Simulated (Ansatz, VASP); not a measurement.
## Sr in VASP and in Ansatz

File INCAR:

```
SYSTEM = Sr
ALGO = Fast
DIPOL = 0.5 0.5 0.500
EDIFF = 1E-6
ENCUT = 520
GGA = PS
IDIPOL = 3
ISIF = 2
ISMEAR = 0
LASPH = .True.
LCHARG = .True.
LDIPOL = .True.
LELF = .True.
LREAL = .False.
LVACPOTAV = .True.
LVHAR = .True.
LWAVE = .False.
NBANDS = 33
NELM = 60
PREC = Accurate
SIGMA = 0.1
```

KPOINTS

```
k-points
0
Gamma
  9 9 1
  0 0 0
```

Contents of POSCAR:

```
Sr
1.0
    4.1945373725      0.0000000000      0.0000000000
   -2.0972686862      3.6325759217      0.0000000000
    0.0000000000      0.0000000000     28.7570505854
Sr
5
Direct
    0.6666666667      0.3333333333      0.2608056058
    0.3333333333      0.6666666667      0.3804028029
    0.6666666667      0.3333333333      0.5000000000
    0.3333333333      0.6666666667      0.6195971971
    0.6666666667      0.3333333333      0.7391943942
```

Input for Ansatz:

```yaml
crystal:
  lattice:
    - [4.1945373725, 0.0, 0.0]
    - [-2.0972686862, 3.6325759217, 0.0]
    - [0.0, 0.0, 28.7570505854]
  atoms:
    - { symbol: Sr, position: [0.6666666667, 0.3333333333, 0.2608056058] }
    - { symbol: Sr, position: [0.3333333333, 0.6666666667, 0.3804028029] }
    - { symbol: Sr, position: [0.6666666667, 0.3333333333, 0.5] }
    - { symbol: Sr, position: [0.3333333333, 0.6666666667, 0.6195971971] }
    - { symbol: Sr, position: [0.6666666667, 0.3333333333, 0.7391943942] }
basis:
  ecutwfc: 420
kpoints:
  mp_grid: { grid: [9, 9, 1] }
hamiltonian:
  xc: pbesol
scf:
  occupations: { method: gaussian, width: 0.1 }
output:
  forces: true
  stress: true
  eigenvalues: true
efield:
  axis: 3
  dipole_correction: true
```

Alike in both runs: task single point; functional PBEsol; k mesh 9 × 9 × 1; occupations gaussian, width 0.1 eV; no spin polarisation.

```csv
,VASP,Ansatz
version,VASP 6.6.1,Ansatz 0.2.0
potentials or method,"VASP PAW PBE potentials, release 64 (Sr_sv), cutoff 520 eV","scalar-relativistic, plane waves, PAW"
valence electrons in the cell,50,50
```

VASP gave:

- gap on the k mesh at the Fermi level (eV): none
- rms of the force components (eV/Å): 0.040
- work function, face that differs most (eV): 2.63

**Question.** Estimate Ansatz's values.

**Answer.** gap on the k mesh at the Fermi level (eV): none; rms of the force components (eV/Å): 0.040; work function, face that differs most (eV): 2.64.

VASP's potentials were made for PBE, not for PBEsol. Atom by atom the forces differ by 0.000 eV/Å (rms over components). A gap of «none» marks a metal or a gap that the smearing closes. Ansatz's warnings: vacuum density over bound.
